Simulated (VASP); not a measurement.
Input of a VASP 6.6.1 run:

INCAR

```
SYSTEM = Bi3O
ALGO = Normal
EDIFF = 1E-7
EDIFFG = -0.01
ENCUT = 600
GGA = PE
IBRION = 2
ISIF = 3
ISMEAR = 0
LASPH = .TRUE.
LCHARG = .FALSE.
LREAL = .FALSE.
LWAVE = .FALSE.
NELM = 60
NSW = 100
PREC = Accurate
SIGMA = 0.1
```

The input KPOINTS:

```
k-points
0
G
  10 10 10
  0 0 0
```

The input POSCAR:

```
Bi3O
1.0
    4.9723564327      0.0000000000      0.0000000000
    0.0000000000      4.9723564327      0.0000000000
    0.0000000000      0.0000000000      4.9723564327
Bi O
3 1
Direct
    0.0000000000      0.5000000000      0.5000000000
    0.5000000000      0.0000000000      0.5000000000
    0.5000000000      0.5000000000      0.0000000000
    0.5000000000      0.5000000000      0.5000000000
```

Potentials or basis: VASP PAW PBE potentials, release 64 (Bi_d, O).

Command:

```bash
$ cat potpaw_PBE.64/Bi_d/POTCAR potpaw_PBE.64/O/POTCAR > POTCAR
$ mpirun -np 1 vasp_std > vasp.out
```

(1) Predict the relaxed volume.

(2) Estimate the relaxed cell.

(3) Predict the space group after relaxing (to 0.05 Å).

Results:

(1) 30.57 Å³/atom.

(2) a = 4.963 Å, b = 4.963 Å, c = 4.963 Å, α = 90.00°, β = 90.00°, γ = 90.00°.

(3) Pm-3m (No. 221).

Caveat: an odd number of electrons without spin polarisation forces a metal; a magnetic or distorted state may lie lower.
